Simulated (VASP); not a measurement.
# HfC in VASP: notebook

The runs below take HfC through single point, with PBE.

Everything below comes from runs of VASP 6.6.1. Logs are shortened: lines on timing, memory, paths and dates and some standing lists are left out, and cuts for length are marked.

### 1 The cell of the first run

The structure is tetragonal, space group P4mm (No. 99). The conventional cell has a = 2.901 Å, b = 2.901 Å, c = 2.901 Å, α = 90.00°, β = 90.00°, γ = 90.00°. Hf (site symmetry 4mm) has 8 C at 2.47 to 2.56 Å and 6 Hf at 2.90 Å within 3.3 Å. Within 3.3 Å of C (site symmetry 4mm) lie 8 Hf at 2.47 to 2.56 Å and 6 C at 2.90 Å.

### 2 Single point, PBE (atom 1 (Hf) moved 0.08 Å along z)

Contents of INCAR:

```
SYSTEM = HfC
PREC = Accurate ; ENCUT = 520
EDIFF = 1E-6 ; ISMEAR = 0
SIGMA = 0.05 ; LREAL = .FALSE.
LASPH = .TRUE. ; NELM = 100
ALGO = Normal ; ISIF = 2
LWAVE = .FALSE. ; LCHARG = .FALSE.
GGA = PE ; NBANDS = 14
```

Contents of KPOINTS:

```
Automatic mesh
0
G
  12 12 12
  0 0 0
```

Contents of POSCAR:

```
HfC
1.0
    2.9008889300      0.0000000000      0.0000000000
    0.0000000000      2.9008889300      0.0000000000
    0.0000000000      0.0000000000      2.9008889300
Hf C
1 1
Direct
    0.0000000000      0.0000000000      0.0275777536
    0.5000000000      0.5000000000      0.5000000000
```

Potentials or basis: VASP PAW PBE potentials, release 64 (Hf_pv, C).

Command:

```bash
> cat potpaw_PBE.64/Hf_pv/POTCAR potpaw_PBE.64/C/POTCAR > POTCAR
> mpirun -np 1 vasp_std > vasp.out
```

OUTCAR:

```text
SYSTEM = HfC
   PREC = Accurate
   ENCUT = 520
   EDIFF = 1E-6
   ISMEAR = 0
   LREAL = .FALSE.
   LASPH = .TRUE.
   NELM = 100
   ISIF = 2
   GGA = PE

 ion  position               nearest neighbor table
   1  0.000  0.000  0.028-   2 2.47   2 2.47   2 2.47   2 2.47   2 2.56   2 2.56   2 2.56   2 2.56

   2  0.500  0.500  0.500-   1 2.47   1 2.47   1 2.47   1 2.47   1 2.56   1 2.56   1 2.56   1 2.56

  LATTYP: Found a simple cubic cell.
 ALAT       =     2.9008889300

  Lattice vectors:

 A1 = (   2.9008889300,   0.0000000000,   0.0000000000)
 A2 = (   0.0000000000,   2.9008889300,   0.0000000000)
 A3 = (   0.0000000000,   0.0000000000,   2.9008889300)

Analysis of symmetry for initial positions (statically):
=====================================================================
 Subroutine PRICEL returns:
 Original cell was already a primitive cell.

 Routine SETGRP: Setting up the symmetry group for a
 simple cubic supercell.

 Subroutine GETGRP returns: Found  8 space group operations
 (whereof  8 operations were pure point group operations)
 out of a pool of 48 trial point group operations.

The static configuration has the point symmetry C_4v.

Analysis of symmetry for dynamics (positions and initial velocities):
=====================================================================
 Subroutine PRICEL returns:
 Original cell was already a primitive cell.

 Routine SETGRP: Setting up the symmetry group for a
 simple cubic supercell.

 Subroutine GETGRP returns: Found  8 space group operations
 (whereof  8 operations were pure point group operations)
 out of a pool of 48 trial point group operations.

The dynamic configuration has the point symmetry C_4v.

 Subroutine INISYM returns: Found  8 space group operations
 (whereof  8 operations are pure point group operations),
 and found     1 'primitive' translations

----------------------------------------------------------------------------------------

                                     Primitive cell

  volume of cell :      24.4114

  direct lattice vectors                    reciprocal lattice vectors
     2.900888930  0.000000000  0.000000000     0.344721919  0.000000000  0.000000000
     0.000000000  2.900888930  0.000000000     0.000000000  0.344721919  0.000000000
     0.000000000  0.000000000  2.900888930     0.000000000  0.000000000  0.344721919

  length of vectors
     2.900888930  2.900888930  2.900888930     0.344721919  0.344721919  0.344721919

  position of ions in fractional coordinates (direct lattice)
     0.000000000  0.000000000  0.027577754
     0.500000000  0.500000000  0.500000000

  ion indices of the primitive-cell ions
   primitive index   ion index
[... 82 lines left out ...]
   POTIM  = 0.5000    time-step for ionic-motion
   TEBEG  =    0.0;   TEEND  =   0.0 temperature during run
   PSTRESS=    0.0 pullay stress
   NELECT =      14.0000    total number of electrons
   NUPDOWN=      -1.0000    fix difference up-down
   EMIN   =  10.00;   EMAX   =-10.00  energy-range for DOS
   EFERMI =   0.00;   METHOD = LEGACY
   ISMEAR =     0;   SIGMA  =   0.05  broadening in eV -4-tet -1-fermi 0-gaus
   EFERMI_NEDOS =   21; number of points for ismear=-14 and -15
   IALGO  =     38    algorithm
   IMIX   =      4    mixing-type and parameters
     AMIX     =   0.40;   BMIX     =  1.00
     AMIX_MAG =   1.60;   BMIX_MAG =  1.00
  volume/ion in A,a.u.               =      12.21        82.37
  Fermi-wavevector in a.u.,A,eV,Ry     =   1.360149  2.570308 25.170841  1.850005
  Thomas-Fermi vector in A             =   2.486836
   LORBIT       =      0    0 simple, 1 ext, 2 COOP (PROOUT), +10 PAW based schemes
   GGA     = PE    functional components
   LHFCALC =     F    Hartree Fock is set to
   AEXX    =    0.0000 exact exchange contribution
   IVDW    =     0    specifies the selected vdW correction
   LEPSILON=     F    determine dielectric tensor
   LRPA    =     F    only Hartree local field effects (RPA)
 non-spin polarized calculation
 Gauss-broadening in eV      SIGMA  =   0.05
  energy-cutoff  :      520.00
  volume of cell :       24.41
 maximum number of plane-waves:       691
 NGX is ok and might be reduce to    24
   NGX = 11   NGY = 11   NGZ = 11

 number of electron      14.0000001 magnetization

 Free energy of the ion-electron system (eV)
  ---------------------------------------------------
  ext. energy  EPLUGINS =         0.00000000
  ---------------------------------------------------
  free energy    TOTEN  =       -18.34012874 eV

  energy without entropy =      -18.33627399  energy(sigma->0) =      -18.33820136

 E-fermi :   6.5802     XC(G=0): -12.5337

 val. band max:        6.5798117844   @ k =   0.1667   0.0833   0.5000
 cond. band min:       6.5814508757   @ k =   0.3333   0.0833   0.4167
 fundamental gap:      0.0016390913
 Fermi energy:         6.5802199126

 k-point     1 :       0.0000    0.0000    0.0000
  band No.  band energies     occupation
      1     -23.4268      2.00000
      2     -23.4216      2.00000
      3     -23.4216      2.00000
      4      -6.1542      2.00000
      5       4.5984      2.00000
      6       4.6781      2.00000
      7       7.6724      0.00000
      8       7.6724      0.00000
      9       7.8051      0.00000
     10      12.6872      0.00000
     11      12.7153      0.00000
     12      12.7153      0.00000
     13      13.0557      0.00000
     14      19.8007      0.00000
[... 377 lines left out ...]
      1     -24.2066      2.00000
      2     -23.4166      2.00000
      3     -23.3401      2.00000
      4      -4.0641      2.00000
      5       1.6579      2.00000
      6       5.2951      2.00000
      7       6.0782      2.00000
      8       6.1601      2.00000
      9      10.9400      0.00000
     10      12.5532      0.00000
     11      13.7036      0.00000
     12      14.4557      0.00000
     13      16.3221      0.00000
     14      18.4912      0.00000

 [... further k-points ...]
[... 5 lines left out ...]
  --------------------------------------------------------------------------------------
  -------------------------------------------------------------------------------------
  Total       -0.0021366     -0.0021366     -0.4206423      0.0000000      0.0000000      0.0000000
  in kB       -0.1402320     -0.1402320    -27.6076997      0.0000000      0.0000000      0.0000000
  external PRESSURE =      -9.2960546 kB  Pullay stress =       0.0000000 kB

 VOLUME and BASIS-vectors are now :
 -----------------------------------------------------------------------------
  energy-cutoff  :      520.00
  volume of cell :       24.41
      direct lattice vectors                 reciprocal lattice vectors
     2.900888930  0.000000000  0.000000000     0.344721919  0.000000000  0.000000000
     0.000000000  2.900888930  0.000000000     0.000000000  0.344721919  0.000000000
     0.000000000  0.000000000  2.900888930     0.000000000  0.000000000  0.344721919

 POSITION                                       TOTAL-FORCE (eV/Angst)
 -----------------------------------------------------------------------------------
      0.00000      0.00000      0.08000         0.000000     -0.000000      0.021959
      1.45044      1.45044      1.45044        -0.000000      0.000000     -0.021959
 -----------------------------------------------------------------------------------
    total drift:                                0.000000      0.000000     -0.000108

  FREE ENERGIE OF THE ION-ELECTRON SYSTEM (eV)
  ---------------------------------------------------
  free  energy   TOTEN  =       -18.3401287413 eV

  energy  without entropy=      -18.3362739881  energy(sigma->0) =      -18.33820136
```

stdout:

```text
POSCAR found type information on POSCAR HfC
 POSCAR found :  2 types and       2 ions
 scaLAPACK will be used
 LDA part: xc-table for (Slater+PW92), standard interpolation
 POSCAR, INCAR and KPOINTS ok, starting setup
 FFT: planning ... GRIDC
 FFT: planning ... GRID_SOFT
 FFT: planning ... GRID
 WAVECAR not read
 entering main loop
```

It took 20 s on 1 thread of Intel Xeon 6975P-C (Granite Rapids), shared host; peak memory 0.19 GiB.

What came out:

| Item | Value |
| --- | --- |
| Free energy | -18.3401 eV |
| Pressure | -0.9 GPa |
| Largest force | 0.022 eV/Å |
| Band gap on the k mesh | zero (band 7 reaches 7.67 eV, above the bottom of band 8 at 5.75 eV) |

Forces in eV/Å, atoms in the order of the input:
```
Hf   0.000  0.000  0.022
C    0.000  0.000 -0.022
```

Levels at points of the mesh, in eV from the Fermi level:
```
           k point  band 5  band 6  band 7  band 8  band 9  band 10
(0.00, 0.00, 0.00)   -1.98   -1.90    1.09    1.09    1.22     6.11
(0.50, 0.00, 0.00)   -6.71   -1.04   -0.99   -0.74    6.67     6.80
(0.00, 0.00, 0.50)   -6.70   -1.02   -1.02   -0.73    6.67     6.85
(0.50, 0.50, 0.00)   -2.60   -2.60   -1.16    1.95    3.13     3.13
(0.00, 0.50, 0.50)   -2.65   -2.61   -1.10    1.80    3.12     3.33
(0.50, 0.50, 0.50)   -5.46   -5.46   -5.40    8.44    8.44     8.77
```

Caveat: the cell differs from its parent crystal (atom 1 (Hf) moved 0.08 Å along z); spin-orbit coupling is left out, which moves the levels of the heavy elements.

### 3 Single point, PBE (atom 1 (Hf) moved 0.05 Å along x)

Contents of INCAR:

```
SYSTEM = HfC
  ALGO = Normal
  EDIFF = 1E-6
  ENCUT = 520
  GGA = PE
  ISIF = 2
  ISMEAR = 0
  LASPH = .TRUE.
  LCHARG = .FALSE.
  LREAL = .FALSE.
  LWAVE = .FALSE.
  NBANDS = 14
  NELM = 80
  PREC = Accurate
  SIGMA = 0.05
```

Contents of KPOINTS:

```
k-points
0
G
  12 12 12
  0 0 0
```

Changes to POSCAR since step 2:

```diff
@@ -8,3 +8,3 @@
 Direct
-    0.0000000000      0.0000000000      0.0275777536
+    0.0172360960      0.0000000000      0.0000000000
     0.5000000000      0.5000000000      0.5000000000
```

Potentials or basis: VASP PAW PBE potentials, release 64 (Hf_pv, C).

Command:

```bash
> cat potpaw_PBE.64/Hf_pv/POTCAR potpaw_PBE.64/C/POTCAR > POTCAR
> mpirun -np 1 vasp_std > vasp.out
```

Wall time 19 s (1 thread of Intel Xeon 6975P-C (Granite Rapids), shared host); peak memory 0.19 GiB.

Results (log left out):

- Free energy: -18.3397 eV
- Pressure: -1.2 GPa
- Largest force: 0.009 eV/Å
- Band gap on the k mesh: zero (band 7 reaches 7.68 eV, above the bottom of band 8 at 5.75 eV)

Forces in eV/Å, atoms in the order of the input:
```
Hf   0.009  0.000  0.000
C   -0.009  0.000  0.000
```

Stress tensor (GPa, compression positive):
```
-1.98  0.00  0.00
 0.00 -0.79  0.00
 0.00  0.00 -0.79
```

Levels at points of the mesh, in eV from the Fermi level:
| k point | band 4 | band 5 | band 6 | band 7 | band 8 | band 9 | band 10 | band 11 |
| --- | --- | --- | --- | --- | --- | --- | --- | --- |
| (0.00, 0.00, 0.00) | -12.74 | -1.93 | -1.90 | 1.10 | 1.10 | 1.15 | 6.11 | 6.12 |
| (0.50, 0.00, 0.00) | -9.46 | -6.71 | -1.02 | -1.02 | -0.73 | 6.67 | 6.83 | 8.33 |
| (0.00, 0.50, 0.00) | -9.45 | -6.71 | -1.03 | -1.01 | -0.73 | 6.67 | 6.81 | 8.18 |
| (0.50, 0.50, 0.00) | -10.05 | -2.62 | -2.60 | -1.14 | 1.90 | 3.12 | 3.21 | 4.75 |
| (0.00, 0.50, 0.50) | -10.06 | -2.60 | -2.60 | -1.17 | 1.97 | 3.12 | 3.12 | 4.79 |
| (0.50, 0.50, 0.50) | -7.29 | -5.46 | -5.46 | -5.44 | 8.61 | 8.61 | 8.76 | 9.01 |

Caveat: the cell differs from its parent crystal (atom 1 (Hf) moved 0.05 Å along x); spin-orbit coupling is left out, which moves the levels of the heavy elements.

(Continued in part 2 of 2.)
